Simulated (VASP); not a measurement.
Set up this calculation in VASP 6.6.1, as the native input.

- Task: relaxation of cell and atoms
- Functional: PBEsol
- Potentials or basis: VASP PAW PBE potentials, release 64 (Be)
- Cutoff: 600 eV
- k mesh: 13 × 13 × 7
- Occupations: fermi-dirac, width 0.05 eV
- Spin: no spin polarisation
- Dipole correction: no
- Further INCAR settings: ALGO = Normal; EDIFF = 1e-07; IBRION = 2; EDIFFG = -0.03; NSW = 80; ISIF = 3

The structure of Be lies in POSCAR:

```
Be
1.0
    2.2853000000      0.0000000000      0.0000000000
   -1.1426500000      1.9791278553      0.0000000000
    0.0000000000      0.0000000000      3.5842000000
Be
2
Direct
    0.3333330000      0.6666670000      0.2500000000
    0.6666670000      0.3333330000      0.7500000000
```

These files were run (other wordings do the same):

INCAR

```
  ALGO = Normal
  EDIFF = 1E-7
  EDIFFG = -0.03
  ENCUT = 600
  GGA = PS
  IBRION = 2
  ISIF = 3
  ISMEAR = -1
  LASPH = T
  LCHARG = F
  LREAL = F
  LWAVE = F
  NELM = 60
  NSW = 80
  PREC = Accurate
  SIGMA = 0.05
```

KPOINTS

```
k-points
0
Gamma
  13 13 7
```

Potentials or basis: VASP PAW PBE potentials, release 64 (Be).

Launch:

```sh
$ cat potpaw_PBE.64/Be/POTCAR > POTCAR
$ mpirun -np 1 vasp_std > vasp.out
```

Results of the run:

```
Relaxed volume                         : 7.90 Å³/atom
Relaxed cell                           : a = 2.268 Å, b = 2.268 Å, c = 3.545 Å, α = 90.00°, β = 90.00°, γ = 120.00°
Space group after relaxing (to 0.05 Å) : P6_3/mmc (No. 194)
Energy gained by relaxing              : 2.7 meV/atom
Ionic steps                            : 2
Pressure after relaxing                : -0.4 GPa
Band gap on the k mesh                 : zero (band 2 reaches 8.11 eV, above the bottom of band 3 at 6.44 eV)
```

Caveat: the PAW data sets were made with another functional, which shifts forces and pressure a little.

Wall time 8 s on 1 thread of Intel(R) Xeon(R) Platinum 8488C (Sapphire Rapids) (shared host), peak memory 0.12 GiB.
